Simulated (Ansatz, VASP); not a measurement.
One calculation of ZnS, two programs

```
Zn S
1.0
     4.01794    0.00000    0.00000
    -2.00897    3.47964    0.00000
     0.00000    0.00000    5.49935
Zn S
2 2
Cartesian
  0.0000 2.3198 0.0299
  2.0090 1.1599 2.7796
  0.0000 2.3198 2.0873
  2.0090 1.1599 4.8370
```

Alike in both runs: task single point; functional PBEsol; k mesh 9 × 9 × 6; occupations gaussian, width 0.05 eV; no spin polarisation.

|  | VASP | Ansatz |
| --- | --- | --- |
| version | VASP 6.6.1 | Ansatz 0.2.0 |
| potentials or method | VASP PAW PBE potentials, release 64 (Zn, S), cutoff 520 eV | scalar-relativistic, plane waves, PAW |
| valence electrons in the cell | 36 | 36 |

```tsv
	VASP	Ansatz	Ansatz less VASP
gap on the k mesh at the Fermi level (eV)	1.76	1.77	+0.006
least direct gap on the mesh (eV)	1.76	1.77	+0.006
pressure (GPa)	5.6	5.4	-0.24
traceless stress, the component that is largest in VASP (GPa)	23.61	23.55	-0.060
rms of the force components (eV/Å)	1.489	1.483	-0.0059
```

VASP's potentials were made for PBE, not for PBEsol. Atom by atom the forces differ by 0.006 eV/Å (rms over components). The functional is the same, so the differences come from potentials, cutoffs and numerics.
